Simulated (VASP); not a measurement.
Set up this calculation in VASP 6.6.1, as the native input.

```
Task                   : single point
Functional             : r2SCAN
Potentials or basis    : VASP PAW PBE potentials, release 64 (Si, Mo_sv)
Cutoff                 : 550 eV
k mesh                 : 12 × 12 × 6
Occupations            : gaussian, width 0.1 eV
Spin                   : no spin polarisation
Dipole correction      : no
Further INCAR settings : ALGO = Normal; EDIFF = 1e-06; NBANDS = 31
```

Crystal: Si2Mo.

```
Si Mo
1.0
     3.24978    0.00000    0.00000
     0.00000    3.24978    0.00000
     0.00000    0.00000    7.74830
Si Mo
4 2
Direct
  0.00000 0.00000 0.33529
  0.50000 0.50000 0.16471
  0.50000 0.50000 0.83529
  0.00000 0.00000 0.66471
  0.00000 0.00000 0.00000
  0.50000 0.50000 0.50000
```

This cell differs from its parent crystal: biaxial strain in the a-b plane: +1.5 %.

One way to write it, as run:

POSCAR

```
Si2Mo
1.0
    3.2497756835      0.0000000000      0.0000000000
    0.0000000000      3.2497756835      0.0000000000
    0.0000000000      0.0000000000      7.7482998760
Si Mo
4 2
Direct
    0.0000000000      0.0000000000      0.3352877732
    0.5000000000      0.5000000000      0.1647122268
    0.5000000000      0.5000000000      0.8352877732
    0.0000000000      0.0000000000      0.6647122268
    0.0000000000      0.0000000000      0.0000000000
    0.5000000000      0.5000000000      0.5000000000
```

INCAR.step1

```
PREC = Accurate
ENCUT = 550
ISMEAR = 0
SIGMA = 0.1
LREAL = False
LASPH = True
NELM = 120
NBANDS = 31
GGA = PE
ALGO = Normal
EDIFF = 1E-5
LWAVE = True
LCHARG = False
GGA_COMPAT = False
```

INCAR.step2

```
PREC = Accurate
ENCUT = 550
EDIFF = 1E-6
ISMEAR = 0
SIGMA = 0.1
LREAL = False
LASPH = True
NELM = 120
ALGO = Normal
ISIF = 2
LWAVE = False
LCHARG = False
METAGGA = R2SCAN
LMIXTAU = True
NBANDS = 31
ISTART = 1
GGA_COMPAT = False
```

KPOINTS

```
regular mesh
0
Gamma
  12 12 6
```

Potentials or basis: VASP PAW PBE potentials, release 64 (Si, Mo_sv).

Launch:

```console
$ cat potpaw_PBE.64/Si/POTCAR potpaw_PBE.64/Mo_sv/POTCAR > POTCAR
$ cp INCAR.step1 INCAR
$ mpirun -np 1 vasp_std > vasp.out
$ cp INCAR.step2 INCAR
$ mpirun -np 1 vasp_std > vasp.out
```

It gave:

```yaml
Pressure: -3.4 GPa
Largest_force: 0.034 eV/Å
Band_gap_on_the_k_mesh: zero (bands 22 and 23 overlap by 0.86 eV)
```

Caveat: the cell differs from its parent crystal (biaxial strain in the a-b plane: +1.5 %); the stress differs along the axes, from -6 to 2 GPa; the PAW data sets were made with another functional, which shifts forces and pressure a little.

It took 12 min on 1 thread of AMD EPYC 9R14 (Zen 4), on a shared host, peak memory 0.36 GiB.
